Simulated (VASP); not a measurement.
Here is a VASP 6.6.1 calculation.

INCAR

```
SYSTEM = P
ALGO = Normal ; EDIFF = 1E-6
EDIFFG = -0.005 ; ENCUT = 600
GGA = PE ; IBRION = 2
ISIF = 3 ; ISMEAR = 0
IVDW = 12 ; LASPH = .True.
LCHARG = .False. ; LREAL = .False.
LWAVE = .False. ; NELM = 100
NSW = 100 ; PREC = Accurate
SIGMA = 0.1
```

Contents of KPOINTS:

```
k-points
0
Gamma
  15 15 15
  0 0 0
```

POSCAR

```
P
1.0
    1.7132924525      0.9891698586      2.9115578036
   -1.7132924525      0.9891698586      2.9115578036
    0.0000000000     -1.9783397172      2.9115578036
P
2
Direct
    0.2340199604      0.2340199604      0.2340199604
    0.7659800396      0.7659800396      0.7659800396
```

Potentials or basis: VASP PAW PBE potentials, release 64 (P).

Launch:

```bash
$ cat potpaw_PBE.64/P/POTCAR > POTCAR
$ mpirun -np 1 vasp_std > vasp.out
```

(1) What does it give for the relaxed volume?

(2) What does it give for the dispersion energy per atom?

(3) Estimate the space group after relaxing (to 0.05 Å).

(4) Estimate the relaxed cell.

Results:

(1) 14.80 Å³/atom.

(2) -0.478 eV.

(3) R-3m (No. 166).

(4) a = 3.522 Å, b = 3.522 Å, c = 3.522 Å, α = 58.18°, β = 58.18°, γ = 58.18°.

Caveat: pairwise dispersion overbinds metals, which lowers pressure and volume.
